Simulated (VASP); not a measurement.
A run of VASP 6.6.1 is set up as follows.

INCAR

```
SYSTEM = Al
PREC     = Accurate       ! precision mode
ENCUT    = 520            ! plane-wave cutoff, eV
EDIFF    = 1E-6           ! SCF threshold, eV
ISMEAR   = -1             ! smearing method
SIGMA    = 0.1            ! smearing width, eV
LREAL    = .False.        ! projectors in reciprocal space
LASPH    = .True.         ! aspherical terms in the spheres
NELM     = 100            ! most SCF steps
ALGO     = Normal         ! electronic algorithm
ISIF     = 2              ! what is computed and relaxed
LWAVE    = .False.        ! write WAVECAR
LCHARG   = .False.        ! write CHGCAR
GGA      = PS             ! functional
NBANDS   = 8              ! bands
```

KPOINTS

```
regular mesh
0
Gamma
  15 15 15
  0 0 0
```

File POSCAR:

```
Al
1.0
   -1.5853569702      1.5853569702      1.5853569702
    1.5853569702     -1.5853569702      1.5853569702
    1.5853569702      1.5853569702     -1.5853569702
Al
1
Direct
    0.0000000000      0.0000000000      0.0000000000
```

Potentials or basis: VASP PAW PBE potentials, release 64 (Al).

Command:

```bash
$ cat potpaw_PBE.64/Al/POTCAR > POTCAR
$ mpirun -np 1 vasp_std > vasp.out
```

Task: What does it give for the pressure?

Result: 3.2 GPa.

Caveat: the PAW data sets were made with another functional, which shifts forces and pressure a little.
